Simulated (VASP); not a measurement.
Wanted: the native input for a VASP 6.6.1 run.

| Quantity | Value |
| --- | --- |
| Task | single point |
| Functional | PBE |
| Potentials or basis | VASP PAW PBE potentials, release 64 (Ba_sv, Ti_sv, O) |
| Cutoff | 520 eV |
| k mesh | 6 × 6 × 6 |
| Occupations | gaussian, width 0.05 eV |
| Spin | no spin polarisation |
| Hubbard terms | Ti d U = 4.0 eV |
| Dipole correction | no |
| Further INCAR settings | ALGO = Normal; EDIFF = 1e-06; NBANDS = 28 |

The structure of BaTiO3 lies in POSCAR:

```
BaTiO3
1.0
    4.0082194129      0.0000000000      0.0000000000
    0.0000000000      2.8732814832      2.8859184405
    0.0000000000     -2.8732814832      2.8859184405
Ba Ti O
1 1 3
Direct
    0.0000000000      0.0080771898      0.0080771898
    0.5000000000      0.5197092923      0.5197092923
    0.0000000000      0.4912839300      0.6478992852
    0.5000000000      0.4938075436      0.9829991481
    0.5000000000      0.9829991481      0.4938075436
```

This cell differs from its parent crystal: atom 3 (O) moved by (-0.450, +0.450) A along y and z.

One way to write it, as run:

INCAR

```
SYSTEM = BaTiO3
  ALGO = Normal
  EDIFF = 1E-6
  ENCUT = 520
  GGA = PE
  ISIF = 2
  ISMEAR = 0
  LASPH = .TRUE.
  LCHARG = .FALSE.
  LDAU = .TRUE.
  LDAUJ = 0 0 0
  LDAUL = -1 2 -1
  LDAUPRINT = 1
  LDAUTYPE = 2
  LDAUU = 0 4 0
  LMAXMIX = 4
  LREAL = .FALSE.
  LWAVE = .FALSE.
  NBANDS = 28
  NELM = 150
  PREC = Accurate
  SIGMA = 0.05
```

KPOINTS

```
k-points
0
G
  6 6 6
  0 0 0
```

Potentials or basis: VASP PAW PBE potentials, release 64 (Ba_sv, Ti_sv, O).

The run is started by

```bash
$ cat potpaw_PBE.64/Ba_sv/POTCAR potpaw_PBE.64/Ti_sv/POTCAR potpaw_PBE.64/O/POTCAR > POTCAR
$ mpirun -np 1 vasp_std > vasp.out
```

Results of the run:

```json
{"Pressure": "6.2 GPa", "Largest force": "3.700 eV/Å", "Band gap on the k mesh": "1.99 eV (least direct gap 2.24 eV)"}
```

Caveat: the cell differs from its parent crystal (atom 3 (O) moved by (-0.450, +0.450) A along y and z); the cell stands under pressure; spin-orbit coupling is left out, which moves the levels of the heavy elements; forces of over 1 eV/Å act on the atoms, so gaps and moduli don't describe the material at rest.

Wall time 2.1 min on 1 thread of Intel(R) Xeon(R) Platinum 8488C (Sapphire Rapids), with other jobs on the host, peak memory 0.27 GiB.
